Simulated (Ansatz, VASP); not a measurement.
**Two plane-wave programs on BN**

The input INCAR:

```
SYSTEM = BN
PREC     = Accurate       ! precision mode
ENCUT    = 520            ! plane-wave cutoff, eV
EDIFF    = 1E-7           ! SCF threshold, eV
ISMEAR   = 0              ! smearing method
SIGMA    = 0.05           ! smearing width, eV
LREAL    = .False.        ! projectors in reciprocal space
LASPH    = .True.         ! aspherical terms in the spheres
NELM     = 60             ! most SCF steps
ALGO     = Normal         ! electronic algorithm
ISIF     = 2              ! what is computed and relaxed
LWAVE    = .False.        ! write WAVECAR
LCHARG   = .False.        ! write CHGCAR
GGA      = PE             ! functional
NBANDS   = 26             ! bands
```

The input KPOINTS:

```
regular mesh
0
Gamma
  6 6 10
  0 0 0
```

File POSCAR:

```
BN
1.0
    4.5554000000      0.0000000000      0.0000000000
    0.0000000000      4.5554000000      0.0000000000
    0.0000000000      0.0000000000      2.6257000000
B N
4 4
Direct
    0.1742811368      0.8257188632      0.5000000000
    0.3257188632      0.3257188632      0.0000000000
    0.6742811368      0.6742811368      0.0000000000
    0.8257188632      0.1742811368      0.5000000000
    0.8126115048      0.8126115048      0.5000000000
    0.3126115048      0.6873884952      0.0000000000
    0.6873884952      0.3126115048      0.0000000000
    0.1873884952      0.1873884952      0.5000000000
```

Input for Ansatz:

```yaml
crystal:
  lattice:
    - [4.5554, 0.0, 0.0]
    - [0.0, 4.5554, 0.0]
    - [0.0, 0.0, 2.6257]
  atoms:
    - { symbol: B, position: [0.1742811368, 0.8257188632, 0.5] }
    - { symbol: B, position: [0.3257188632, 0.3257188632, 0.0] }
    - { symbol: B, position: [0.6742811368, 0.6742811368, 0.0] }
    - { symbol: B, position: [0.8257188632, 0.1742811368, 0.5] }
    - { symbol: "N", position: [0.8126115048, 0.8126115048, 0.5] }
    - { symbol: "N", position: [0.3126115048, 0.6873884952, 0.0] }
    - { symbol: "N", position: [0.6873884952, 0.3126115048, 0.0] }
    - { symbol: "N", position: [0.1873884952, 0.1873884952, 0.5] }
basis:
  ecutwfc: 520.0
kpoints:
  mp_grid: { grid: [6, 6, 10] }
hamiltonian:
  xc: pbe
  pseudopotentials: { kind: paw, azcp: { folder: soft_1 } }
scf:
  occupations: { method: gaussian, width: 0.05 }
output:
  forces: true
  stress: true
  eigenvalues: true
```

Alike in both runs: task single point; functional PBE; k mesh 6 × 6 × 10; occupations gaussian, width 0.05 eV; no spin polarisation.

|  | VASP | Ansatz |
| --- | --- | --- |
| version | VASP 6.6.1 | Ansatz 0.2.0 |
| potentials or method | VASP PAW PBE potentials, release 64 (B, N), cutoff 520 eV | scalar-relativistic, plane waves, PAW |
| valence electrons in the cell | 32 | 32 |

|  | VASP | Ansatz | Ansatz less VASP |
| --- | --- | --- | --- |
| gap on the k mesh at the Fermi level (eV) | 4.85 | 4.86 | +0.009 |
| least direct gap on the mesh (eV) | 5.84 | 5.85 | +0.009 |
| pressure (GPa) | -26.3 | -26.4 | -0.09 |
| traceless stress, the component that is largest in VASP (GPa) | -2.21 | -2.27 | -0.062 |
| rms of the force components (eV/Å) | 0.069 | 0.070 | +0.0004 |

Atom by atom the forces differ by 0.001 eV/Å (rms over components). With one functional, cell and mesh, what is left measures potentials, basis and numerics.
